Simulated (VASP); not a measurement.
A run of VASP 6.6.1 is set up as follows.

The input INCAR:

```
PREC = Accurate
ENCUT = 520
EDIFF = 1E-6
ISMEAR = 0
SIGMA = 0.05
LREAL = False
LASPH = True
NELM = 100
ALGO = Normal
ISIF = 2
LWAVE = False
LCHARG = True
GGA = PE
LELF = True
LVHAR = True
NBANDS = 28
```

Contents of KPOINTS:

```
regular mesh
0
Gamma
  8 8 8
```

Contents of POSCAR:

```
SrTiO3
1.0
    4.0544956752      0.0000000000      0.0000000000
    0.0000000000      4.0544956752      0.0000000000
    0.0000000000      0.0000000000      3.8183114612
Sr Ti O
1 1 3
Direct
    0.0000000000      0.0000000000      0.0000000000
    0.5000000000      0.5000000000      0.5000000000
    0.0000000000      0.5000000000      0.5000000000
    0.5000000000      0.0000000000      0.5000000000
    0.5000000000      0.5000000000      0.0000000000
```

Potentials or basis: VASP PAW PBE potentials, release 64 (Sr_sv, Ti_sv, O).

Launch:

```console
$ cat potpaw_PBE.64/Sr_sv/POTCAR potpaw_PBE.64/Ti_sv/POTCAR potpaw_PBE.64/O/POTCAR > POTCAR
$ mpirun -np 1 vasp_std > vasp.out
```

**Question.** Predict the band gap on the k mesh.

**Answer.** 1.68 eV (least direct gap 2.05 eV).

**Question.** Predict the pressure.

**Answer.** -3.0 GPa.

Stress tensor (GPa, compression positive):
```
-7.34  0.00  0.00
 0.00 -7.34  0.00
 0.00  0.00  5.56
```

Caveat: the cell differs from its parent crystal (strain +0.030 along x and y, -0.030 along z); the cell stands under tension. A k mesh can miss the band edges.
